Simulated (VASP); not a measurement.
Set up this calculation in VASP 6.6.1, as the native input.

* Task: single point
* Functional: PBE
* Potentials or basis: VASP PAW PBE potentials, release 64 (Au)
* Cutoff: 500 eV
* k mesh: 8 × 8 × 8
* Occupations: gaussian, width 0.1 eV
* Spin: no spin polarisation
* Dipole correction: no
* Further INCAR settings: ALGO = Normal; EDIFF = 1e-06; NBANDS = 12

The structure of Au lies in POSCAR:

```
Au
1.0
    0.0000000000      2.0828567332      2.0828567332
    2.0828567332      0.0000000000      2.0828567332
    2.0828567332      2.0828567332      0.0000000000
Au
1
Direct
    0.0000000000      0.0000000000      0.0000000000
```

These files were run (other wordings do the same):

INCAR

```
SYSTEM = Au
  ALGO = Normal
  EDIFF = 1E-6
  ENCUT = 500
  GGA = PE
  GGA_COMPAT = .False.
  ISIF = 2
  ISMEAR = 0
  LASPH = .True.
  LCHARG = .False.
  LREAL = .False.
  LWAVE = .False.
  NBANDS = 12
  NELM = 120
  PREC = Accurate
  SIGMA = 0.1
```

KPOINTS

```
k-points
0
Gamma
  8 8 8
  0 0 0
```

Potentials or basis: VASP PAW PBE potentials, release 64 (Au).

Run with:

```sh
$ cat potpaw_PBE.64/Au/POTCAR > POTCAR
$ mpirun -np 1 vasp_std > vasp.out
```

It gave:

- Pressure: -0.3 GPa

It took 2.5 s on 1 thread of Intel(R) Xeon(R) 6975P-C (Granite Rapids), on a shared host, peak memory 0.14 GiB.
